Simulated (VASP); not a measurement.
A run of VASP 6.6.1 is set up as follows.

The input POSCAR:

```
GaP
1.0
    0.0000000000      2.7522344282      2.7522344282
    2.7522344282      0.0000000000      2.7522344282
    2.7522344282      2.7522344282      0.0000000000
Ga P
1 1
Direct
    0.0000000000      0.0000000000      0.0000000000
    0.2500000000      0.2500000000      0.2500000000
```

Contents of INCAR.step1:

```
PREC     = Accurate       # precision mode
ENCUT    = 520            # plane-wave cutoff, eV
ISMEAR   = 0              # smearing method
SIGMA    = 0.02           # smearing width, eV
LREAL    = False          # projectors in reciprocal space
LASPH    = True           # aspherical terms in the spheres
NELM     = 80             # most SCF steps
NBANDS   = 16             # bands
GGA      = PE             # functional
ALGO     = Normal         # electronic algorithm
EDIFF    = 1E-4           # SCF threshold, eV
LWAVE    = True           # write WAVECAR
LCHARG   = False          # write CHGCAR
```

Contents of INCAR.step2:

```
PREC     = Accurate       # precision mode
ENCUT    = 520            # plane-wave cutoff, eV
EDIFF    = 1E-7           # SCF threshold, eV
ISMEAR   = 0              # smearing method
SIGMA    = 0.02           # smearing width, eV
LREAL    = False          # projectors in reciprocal space
LASPH    = True           # aspherical terms in the spheres
NELM     = 80             # most SCF steps
ALGO     = Normal         # electronic algorithm
ISIF     = 2              # what is computed and relaxed
LWAVE    = False          # write WAVECAR
LCHARG   = False          # write CHGCAR
METAGGA  = R2SCAN         # meta-GGA
LMIXTAU  = True         
NBANDS   = 16             # bands
ISTART   = 1
```

File KPOINTS:

```
regular mesh
0
Gamma
  8 8 8
```

Potentials or basis: VASP PAW PBE potentials, release 64 (Ga_d, P).

Run with:

```console
$ cat potpaw_PBE.64/Ga_d/POTCAR potpaw_PBE.64/P/POTCAR > POTCAR
$ cp INCAR.step1 INCAR
$ mpirun -np 1 vasp_std > vasp.out
$ cp INCAR.step2 INCAR
$ mpirun -np 1 vasp_std > vasp.out
```

Problem. What does it give for the band gap on the k mesh?

Solution. 1.94 eV, indirect (least direct gap 2.09 eV).

Problem. Estimate the pressure.

Solution. -2.5 GPa.

Caveat: the PAW data sets were made with another functional, which shifts forces and pressure a little. A k mesh can miss the band edges.
